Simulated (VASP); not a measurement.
# MoS in VASP: notebook

Runs on MoS. Level: PBEsol. Tasks: single point.

Program: VASP 6.6.1. These are calculated values, not measurements. Logs are shortened: lines on timing, memory, paths and dates and some standing lists are left out, and cuts for length are marked.

### Step 1. The cell of the first run

The cell holds a slab with vacuum, 4 atoms: a = 3.143 Å, b = 3.143 Å, c = 21.283 Å, α = 90.00°, β = 90.00°, γ = 120.00°.

### Step 2. Single point, PBEsol

Contents of INCAR:

```
SYSTEM = MoS
  PREC = Accurate
  ENCUT = 520
  EDIFF = 1E-6
  ISMEAR = 0
  SIGMA = 0.05
  LREAL = .FALSE.
  LASPH = .TRUE.
  NELM = 100
  ALGO = Normal
  ISIF = 2
  LWAVE = .FALSE.
  LCHARG = .FALSE.
  LDIPOL = .TRUE.
  IDIPOL = 3
  DIPOL = 0.5 0.5 0.500
  GGA = PS
  NBANDS = 28
```

Contents of KPOINTS:

```
regular mesh
0
G
  9 9 1
  0 0 0
```

Contents of POSCAR:

```
MoS
1.0
    3.1431208273      0.0000000000      0.0000000000
   -1.5715604137      2.7220224836      0.0000000000
    0.0000000000      0.0000000000     21.2832906737
Mo S
2 2
Direct
    0.6666666667      0.3333333333      0.3523891167
    0.3333333333      0.6666666667      0.6476108833
    0.3333333333      0.6666666667      0.4255867827
    0.0000000000      0.0000000000      0.5743881339
```

Potentials or basis: VASP PAW PBE potentials, release 64 (Mo_sv, S).

The run is started by

```
> cat potpaw_PBE.64/Mo_sv/POTCAR potpaw_PBE.64/S/POTCAR > POTCAR
> mpirun -np 1 vasp_std > vasp.out
```

OUTCAR:

```text
SYSTEM = MoS
   PREC = Accurate
   ENCUT = 520
   EDIFF = 1E-6
   ISMEAR = 0
   LREAL = .FALSE.
   LASPH = .TRUE.
   NELM = 100
   ISIF = 2
   GGA = PS

 ion  position               nearest neighbor table
   1  0.667  0.333  0.352-   3 2.39   3 2.39   3 2.39
   2  0.333  0.667  0.648-   4 2.39   4 2.39   4 2.39
   3  0.333  0.667  0.426-   1 2.39   1 2.39   1 2.39
   4  0.000  0.000  0.574-   2 2.39   2 2.39   2 2.39

  LATTYP: Found a hexagonal cell.
 ALAT       =     3.1431208273
 C/A-ratio  =     6.7713880067

  Lattice vectors:

 A1 = (   3.1431208273,   0.0000000000,   0.0000000000)
 A2 = (  -1.5715604137,   2.7220224836,   0.0000000000)
 A3 = (   0.0000000000,   0.0000000000,  21.2832906737)

Analysis of symmetry for initial positions (statically):
=====================================================================
 Subroutine PRICEL returns:
 Original cell was already a primitive cell.

 Routine SETGRP: Setting up the symmetry group for a
 hexagonal supercell.

 Subroutine GETGRP returns: Found  6 space group operations
 (whereof  6 operations were pure point group operations)
 out of a pool of 24 trial point group operations.

The static configuration has the point symmetry C_3v.

Analysis of symmetry for dynamics (positions and initial velocities):
=====================================================================
 Subroutine PRICEL returns:
 Original cell was already a primitive cell.

 Routine SETGRP: Setting up the symmetry group for a
 hexagonal supercell.

 Subroutine GETGRP returns: Found  6 space group operations
 (whereof  6 operations were pure point group operations)
 out of a pool of 24 trial point group operations.

The dynamic configuration has the point symmetry C_3v.

 Subroutine INISYM returns: Found  6 space group operations
 (whereof  6 operations are pure point group operations),
 and found     1 'primitive' translations

----------------------------------------------------------------------------------------

                                     Primitive cell

  volume of cell :     182.0923

  direct lattice vectors                    reciprocal lattice vectors
     3.143120827  0.000000000  0.000000000     0.318155125  0.183686947  0.000000000
    -1.571560414  2.722022484  0.000000000     0.000000000  0.367373894  0.000000000
     0.000000000  0.000000000 21.283290674     0.000000000  0.000000000  0.046985216

  length of vectors
     3.143120827  3.143120827 21.283290674     0.367373894  0.367373894  0.046985216

  position of ions in fractional coordinates (direct lattice)
     0.666666667  0.333333333  0.352389117
     0.333333333  0.666666667  0.647610883
     0.333333333  0.666666667  0.425586783
     0.000000000  0.000000000  0.574388134

  ion indices of the primitive-cell ions
   primitive index   ion index
                 1           1
                 2           2
                 3           3
                 4           4

----------------------------------------------------------------------------------------

 KPOINTS: regular mesh

Automatic generation of k-mesh.
 Grid dimensions read from file:
 generate k-points for:    9    9    1

 Generating k-lattice:

  Cartesian coordinates                     Fractional coordinates (reciprocal lattice)
     0.035350569  0.020409661  0.000000000     0.111111111  0.000000000  0.000000000
     0.000000000  0.040819322  0.000000000     0.000000000  0.111111111  0.000000000
     0.000000000  0.000000000  0.046985216     0.000000000  0.000000000  1.000000000

  Length of vectors
     0.040819322  0.040819322  0.046985216

  Shift w.r.t. Gamma in fractional coordinates (k-lattice)
     0.000000000  0.000000000  0.000000000

 Subroutine IBZKPT returns following result:
 ===========================================

 Found     12 irreducible k-points:

 Following reciprocal coordinates:
            Coordinates               Weight
  0.000000  0.000000  0.000000      1.000000
  0.111111  0.000000  0.000000      6.000000
  0.222222  0.000000  0.000000      6.000000
  0.333333  0.000000  0.000000      6.000000
  0.444444  0.000000  0.000000      6.000000
  0.111111  0.111111  0.000000      6.000000
  0.222222  0.111111  0.000000     12.000000
  0.333333  0.111111  0.000000     12.000000
  0.444444  0.111111  0.000000      6.000000
  0.222222  0.222222  0.000000      6.000000
  0.333333  0.222222  0.000000     12.000000
  0.333333  0.333333  0.000000      2.000000
   k-points           NKPTS =     12   k-points in BZ     NKDIM =     12   number of bands    NBANDS=     28
   number of dos      NEDOS =    301   number of ions     NIONS =      4
   total plane-waves  NPLWV =  92160
   dimension x,y,z NGX =    24 NGY =   24 NGZ =  160
   dimension x,y,z NGXF=    48 NGYF=   48 NGZF=  320
   ions per type =               2   2
   NGX,Y,Z   is equivalent  to a cutoff of  12.69, 12.69, 12.50 a.u.
   NGXF,Y,Z  is equivalent  to a cutoff of  25.39, 25.39, 25.00 a.u.
 SYSTEM =  MoS
   PREC   = accura    normal or accurate (medium, high low for compatibility)
   ISTART =      0    job   : 0-new  1-cont  2-samecut
   ICHARG =      2    charge: 1-file 2-atom 10-const
   ISPIN  =      1    spin polarized calculation?
   LNONCOLLINEAR =      F non collinear calculations
   LSORBIT =      F    spin-orbit coupling
   LASPH  =      T    aspherical Exc in radial PAW
   ENCUT  =  520.0 eV  38.22 Ry    6.18 a.u.   5.84  5.84 39.57*2*pi/ulx,y,z
   NELM   =    100;   NELMIN=  2; NELMDL= -5     # of ELM steps
   EDIFF  = 0.1E-05   stopping-criterion for ELM
   LREAL  =      F    real-space projection
   EDIFFG = 0.1E-04   stopping-criterion for IOM
   NSW    =      0    number of steps for IOM
   IBRION =     -1    ionic relax: 0-MD 1-quasi-New 2-CG
   NFREE  =      0    steps in history (QN), initial steepest desc. (CG)
   ISIF   =      2    stress and relaxation
   ISYM   =      2    0-nonsym 1-usesym 2-fastsym
   POTIM  = 0.5000    time-step for ionic-motion
   TEBEG  =    0.0;   TEEND  =   0.0 temperature during run
   PSTRESS=    0.0 pullay stress
   NELECT =      40.0000    total number of electrons
   NUPDOWN=      -1.0000    fix difference up-down
   EMIN   =  10.00;   EMAX   =-10.00  energy-range for DOS
   EFERMI =   0.00;   METHOD = LEGACY
   ISMEAR =     0;   SIGMA  =   0.05  broadening in eV -4-tet -1-fermi 0-gaus
   EFERMI_NEDOS =   21; number of points for ismear=-14 and -15
   IALGO  =     38    algorithm
   IMIX   =      4    mixing-type and parameters
     AMIX     =   0.40;   BMIX     =  1.00
     AMIX_MAG =   1.60;   BMIX_MAG =  1.00
  volume/ion in A,a.u.               =      45.52       307.20
  Fermi-wavevector in a.u.,A,eV,Ry     =   0.987789  1.866651 13.275581  0.975728
  Thomas-Fermi vector in A             =   2.119269
   LORBIT       =      0    0 simple, 1 ext, 2 COOP (PROOUT), +10 PAW based schemes
   GGA     = PS    functional components
   LHFCALC =     F    Hartree Fock is set to
   AEXX    =    0.0000 exact exchange contribution
   IVDW    =     0    specifies the selected vdW correction
   LEPSILON=     F    determine dielectric tensor
   LRPA    =     F    only Hartree local field effects (RPA)
 non-spin polarized calculation
 Gauss-broadening in eV      SIGMA  =   0.05
  energy-cutoff  :      520.00
  volume of cell :      182.09
 maximum number of plane-waves:      4924
 NGX is ok and might be reduce to    24
   NGX = 11   NGY = 11   NGZ = 79

 dipolmoment           0.000000      0.000000      0.000146 electrons x Angstroem

 number of electron      40.0000002 magnetization

 dipolmoment           0.000000      0.000000     -0.000293 electrons x Angstroem

 Free energy of the ion-electron system (eV)
  ---------------------------------------------------
  ext. energy  EPLUGINS =         0.00000000
  ---------------------------------------------------
  free energy    TOTEN  =       -31.13805950 eV

  energy without entropy =      -31.13353306  energy(sigma->0) =      -31.13579628

 E-fermi :   0.6166     XC(G=0):  -5.4679

 val. band max:        0.6119450855   @ k =   0.1111   0.1111   0.0000
 cond. band min:       0.6865553655   @ k =   0.1111   0.1111   0.0000
 fundamental gap:      0.0746102801
 Fermi energy:         0.6165687380

 k-point     1 :       0.0000    0.0000    0.0000
  band No.  band energies     occupation
      1     -60.4275      2.00000
      2     -60.4191      2.00000
      3     -34.6144      2.00000
      4     -34.6027      2.00000
      5     -34.3005      2.00000
      6     -34.3005      2.00000
[... 20 lines left out ...]
     27       3.4755      0.00000
     28       3.4755      0.00000

 k-point     2 :       0.1111    0.0000    0.0000
  band No.  band energies     occupation
      1     -60.4226      2.00000
      2     -60.4142      2.00000
      3     -34.6069      2.00000
      4     -34.5952      2.00000
      5     -34.3460      2.00000
      6     -34.3398      2.00000
[... 20 lines left out ...]
     27       3.4726      0.00000
     28       3.5916      0.00000

 k-point     3 :       0.2222    0.0000    0.0000
  band No.  band energies     occupation
      1     -60.4104      2.00000
      2     -60.4020      2.00000
      3     -34.5885      2.00000
      4     -34.5768      2.00000
      5     -34.4596      2.00000
      6     -34.4533      2.00000
[... 20 lines left out ...]
     27       3.7447      0.00000
     28       4.0090      0.00000

 k-point     4 :       0.3333    0.0000    0.0000
  band No.  band energies     occupation
      1     -60.3964      2.00000
      2     -60.3880      2.00000
      3     -34.5957      2.00000
      4     -34.5889      2.00000
      5     -34.5582      2.00000
      6     -34.5472      2.00000
[... 206 lines left out ...]
     27       5.3425      0.00000
     28       5.5670      0.00000

 k-point    11 :       0.3333    0.2222    0.0000
  band No.  band energies     occupation
      1     -60.3833      2.00000
      2     -60.3748      2.00000
      3     -34.6262      2.00000
      4     -34.6201      2.00000
      5     -34.5425      2.00000
      6     -34.5308      2.00000
[... 20 lines left out ...]
     27       6.0606      0.00000
     28       6.3059      0.00000

 k-point    12 :       0.3333    0.3333    0.0000
  band No.  band energies     occupation
      1     -60.3808      2.00000
      2     -60.3724      2.00000
      3     -34.5807      2.00000
      4     -34.5746      2.00000
      5     -34.5561      2.00000
      6     -34.5500      2.00000
[... 20 lines left out ...]
     27       6.3567      0.00000
     28       6.5658      0.00000

------------------------ aborting loop because EDIFF is reached ----------------------------------------

 vacuum level on the upper side and lower side of the slab       (xc-potential included)        -0.181        -0.174

  FORCE on cell =-STRESS in cart. coord.  units (eV):
  Direction    XX          YY          ZZ          XY          YZ          ZX
  --------------------------------------------------------------------------------------
  -------------------------------------------------------------------------------------
  Total       -9.1612357     -9.1612357     -3.8931744      0.0000000     -0.0000000     -0.0000000
  in kB      -80.6070593    -80.6070593    -34.2549141      0.0000000     -0.0000000     -0.0000000
  external PRESSURE =     -65.1563442 kB  Pullay stress =       0.0000000 kB

 VOLUME and BASIS-vectors are now :
 -----------------------------------------------------------------------------
  energy-cutoff  :      520.00
  volume of cell :      182.09
      direct lattice vectors                 reciprocal lattice vectors
     3.143120827  0.000000000  0.000000000     0.318155125  0.183686947  0.000000000
    -1.571560414  2.722022484  0.000000000     0.000000000  0.367373894  0.000000000
     0.000000000  0.000000000 21.283290674     0.000000000  0.000000000  0.046985216

 POSITION                                       TOTAL-FORCE (eV/Angst)
 -----------------------------------------------------------------------------------
      1.57156      0.90734      7.50000        -0.000000     -0.000000      1.197949
     -0.00000      1.81468     13.78329         0.000000      0.000000     -1.212305
     -0.00000      1.81468      9.05789        -0.000000      0.000000     -1.163173
      0.00000      0.00000     12.22487        -0.000000      0.000000      1.177529
 -----------------------------------------------------------------------------------
    total drift:                                0.000000      0.000000      0.000075

  FREE ENERGIE OF THE ION-ELECTRON SYSTEM (eV)
  ---------------------------------------------------
  free  energy   TOTEN  =       -31.1380595007 eV

  energy  without entropy=      -31.1335330640  energy(sigma->0) =      -31.13579628

 vacuum level on the upper side and lower side of the slab         4.806         4.812
```

Wall time 1.9 min (1 thread of Intel Xeon Platinum 8488C (Sapphire Rapids), shared host); peak memory 0.3 GiB.

Results:

```
Free energy            : -31.1381 eV
Largest force          : 1.212 eV/Å
Band gap on the k mesh : zero (band 20 reaches 0.72 eV, above the bottom of band 21 at 0.61 eV)
```

Forces in eV/Å, atoms in the order of the input:
```
Mo   0.000  0.000  1.198
Mo   0.000  0.000 -1.212
S    0.000  0.000 -1.163
S    0.000  0.000  1.178
```

Caveat: the PAW data sets were made with another functional, which shifts forces and pressure a little.

### Step 3. Single point, PBEsol, collinear spin, ferromagnetic start

Contents of INCAR:

```
SYSTEM = MoS
PREC = Accurate ; ENCUT = 520
EDIFF = 1E-6 ; ISMEAR = 0
SIGMA = 0.05 ; LREAL = .FALSE.
LASPH = .TRUE. ; NELM = 150
ALGO = Normal ; ISIF = 2
LWAVE = .FALSE. ; LCHARG = .FALSE.
ISPIN = 2 ; MAGMOM = 1 1 0 0
LORBIT = 11 ; LMAXMIX = 4
LDIPOL = .TRUE. ; IDIPOL = 3
DIPOL = 0.5 0.5 0.500 ; GGA = PS
NBANDS = 32
```

Contents of KPOINTS:

```
Automatic mesh
0
G
  9 9 1
  0 0 0
```

POSCAR is that of step 2.

Potentials or basis: VASP PAW PBE potentials, release 64 (Mo_sv, S).

The run is started by

```
> cat potpaw_PBE.64/Mo_sv/POTCAR potpaw_PBE.64/S/POTCAR > POTCAR
> mpirun -np 1 vasp_std > vasp.out
```

Run time: 4.7 min. Hardware: 1 thread of Intel Xeon Platinum 8488C (Sapphire Rapids), shared host; peak memory 0.41 GiB.

The run converged. Its results:

```yaml
Free_energy: -31.1381 eV
Largest_force: 1.212 eV/Å
Band_gap_on_the_k_mesh: zero (filled and empty bands overlap)
Net_moment: 0.00 μB per cell
Valence_electrons_inside_the_program's_atomic_spheres: Mo 12.25; S 3.63
```

Forces in eV/Å, atoms in the order of the input:
```
Mo   0.000  0.000  1.198
Mo   0.000  0.000 -1.212
S    0.000  0.000 -1.163
S    0.000  0.000  1.178
```

Levels at points of the mesh, in eV from the Fermi level:
Spin up:
| k point | band 17 | band 18 | band 19 | band 20 | band 21 | band 22 | band 23 | band 24 |
| --- | --- | --- | --- | --- | --- | --- | --- | --- |
| (0.00, 0.00, 0.00) | -1.19 | -0.60 | -0.54 | 0.11 | 0.11 | 0.12 | 0.12 | 0.18 |
Spin down:
```
           k point  band 17  band 18  band 19  band 20  band 21  band 22  band 23  band 24
(0.00, 0.00, 0.00)    -1.19    -0.60    -0.54     0.11     0.11     0.12     0.12     0.18
```

Caveat: the PAW data sets were made with another functional, which shifts forces and pressure a little.
